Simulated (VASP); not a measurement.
A run of VASP 6.6.1:

The input INCAR:

```
SYSTEM = Si22GeC24
ALGO = Normal
EDIFF = 1E-7
ENCUT = 520
GGA = PE
ISIF = 2
ISMEAR = 0
LASPH = .True.
LCHARG = .False.
LREAL = Auto
LWAVE = .False.
NBANDS = 128
NELECT = 196.0
NELM = 100
PREC = Accurate
SIGMA = 0.02
```

The input KPOINTS:

```
k-points
0
Gamma
  2 2 1
  0 0 0
```

POSCAR

```
Si22GeC24
1.0
   -3.0810000000     -5.3364490000      0.0000000000
    4.6215000000     -2.6682240000      0.0000000000
    0.0000000000      0.0000000000     15.1248000000
Si C Ge
22 24 1
Direct
    0.7496013816      0.5039429444     -0.0014139851
    0.7427808248      0.4962281689      0.5043456069
    0.4991705897      0.3403015406      0.1633110591
    0.4996026048      0.6642539675      0.6697430411
    0.4951773396      0.6824668750      0.3240136866
    0.4997830033      0.3303698948      0.8331460291
    0.4993622177      0.0061851977     -0.0017385904
    0.4988664226     -0.0049541321      0.5036922516
    0.2512604699      0.8434943516      0.1642774949
    0.2495209665      0.1624034711      0.6682600213
    0.2541226325      0.1603167424      0.3305355633
    0.2488121438      0.8308700651      0.8329521044
    0.2497747648      0.5051499847     -0.0015007692
    0.2570099812      0.4937948418      0.5035601929
    0.0015501811      0.3363885955      0.1658659060
    0.0002123675      0.6620580030      0.6662609600
   -0.0002275894      0.3316444373      0.8324409444
   -0.0003149565      0.0044189177     -0.0015584070
    0.0010573427     -0.0038515083      0.5015908264
    0.7478659591      0.8415278061      0.1632425733
    0.7502324743      0.1624689273      0.6678101145
    0.7507612157      0.8308954607      0.8329195705
    0.4990403356      0.3381887782      0.0398545668
    0.4991880618      0.6660958676      0.5468710160
    0.4995631272      0.6744488236      0.2033456777
    0.4999344962      0.3303223770      0.7090325761
    0.6830528670      0.4814352797      0.3834652264
    0.7499798885      0.4989487478      0.8739818915
    0.2491727940      0.8385401895      0.0391883725
    0.2501574489      0.1619262327      0.5441151485
    0.2521425405      0.1729757862      0.2071076813
    0.2484115086      0.8307873034      0.7089180941
    0.4944667480     -0.0075851617      0.3781392559
    0.4997567269     -0.0016654763      0.8738406380
    0.0002918407      0.3386026463      0.0399281059
    0.0004463728      0.6597374962      0.5384010890
   -0.0003517215      0.6750384684      0.1928664081
   -0.0002997425      0.3312922076      0.7082050425
    0.3153983228      0.4699431846      0.3823032453
    0.2494498438      0.4992121737      0.8740037709
    0.7498790880      0.8374279000      0.0384210682
    0.7497155775      0.1617463952      0.5430309210
    0.7487338166      0.1730139289      0.2019810637
    0.7513491666      0.8306389851      0.7086045085
    0.0088478330      0.0323687643      0.3795708588
   -0.0003127774      0.0003185504      0.8740379226
    0.7522132993      0.1608412991      0.3297668561
```

Potentials or basis: VASP PAW PBE potentials, release 64 (Si, C, Ge_d).

Run with:

```sh
$ cat potpaw_PBE.64/Si/POTCAR potpaw_PBE.64/C/POTCAR potpaw_PBE.64/Ge_d/POTCAR > POTCAR
$ mpirun -np 1 vasp_std > vasp.out
```

Hardware: 1 thread of AMD EPYC 7R43 64-Core Processor (Zen 3), with other jobs on the host.

Question: Estimate the wall time of this run.

Answer: Run time: 15 min on 1 thread of AMD EPYC 7R43 64-Core Processor (Zen 3), with other jobs on the host, peak memory 0.53 GiB. Counts: scf iterations 25, k points 4.
